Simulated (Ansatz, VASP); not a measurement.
# One calculation of Ti, two programs

Contents of INCAR:

```
SYSTEM = Ti
PREC = Accurate ; ENCUT = 520
EDIFF = 1E-6 ; ISMEAR = -1
SIGMA = 0.05 ; LREAL = .FALSE.
LASPH = .TRUE. ; NELM = 60
ALGO = Normal ; ISIF = 2
LWAVE = .FALSE. ; LCHARG = .FALSE.
GGA = PE ; NBANDS = 12
```

The input KPOINTS:

```
Automatic mesh
0
G
  14 14 14
  0 0 0
```

The input POSCAR:

```
Ti
1.0
   -1.6625945817      1.6625945817      1.6625945817
    1.6625945817     -1.6625945817      1.6625945817
    1.6625945817      1.6625945817     -1.6625945817
Ti
1
Direct
    0.0000000000      0.0000000000      0.0000000000
```

Input for Ansatz:

```yaml
crystal:
  lattice:
    - [-1.6625945817, 1.6625945817, 1.6625945817]
    - [1.6625945817, -1.6625945817, 1.6625945817]
    - [1.6625945817, 1.6625945817, -1.6625945817]
  atoms:
    - { symbol: Ti, position: [0.0, 0.0, 0.0] }
kpoints:
  mp_grid: { grid: [14, 14, 14] }
  band_path:
    path:
      - [0.0, 0.0, 0.0]
      - [0.5, -0.5, 0.5]
      - [0.0, 0.0, 0.5]
      - [0.0, 0.0, 0.0]
      - [0.25, 0.25, 0.25]
      - [0.5, -0.5, 0.5]
      - [0.25, 0.25, 0.25]
      - [0.0, 0.0, 0.5]
    npoints: 5
scf:
  occupations: { method: fermi_dirac, width: 0.05 }
hamiltonian:
  xc: pbe
  pseudopotentials: { kind: all_electron, lapw: { basis_error: 0.00025 } }
output:
  forces: true
  stress: true
  eigenvalues: true
```

Change from the starting cell: volume scaled by 1.04.

Alike in both runs: task single point; functional PBE; k mesh 14 × 14 × 14; occupations fermi-dirac, width 0.05 eV; no spin polarisation.

|  | VASP | Ansatz |
| --- | --- | --- |
| version | VASP 6.6.1 | Ansatz 0.2.0 |
| potentials or method | VASP PAW PBE potentials, release 64 (Ti_sv), cutoff 520 eV | all-electron LAPW, scalar-relativistic |

VASP gave:

| Item | Value |
| --- | --- |
| pressure (GPa) | -6.2 |

Estimate Ansatz's values.

pressure (GPa): -6.0.

Ansatz ran all-electron here, and VASP with PAW potentials.
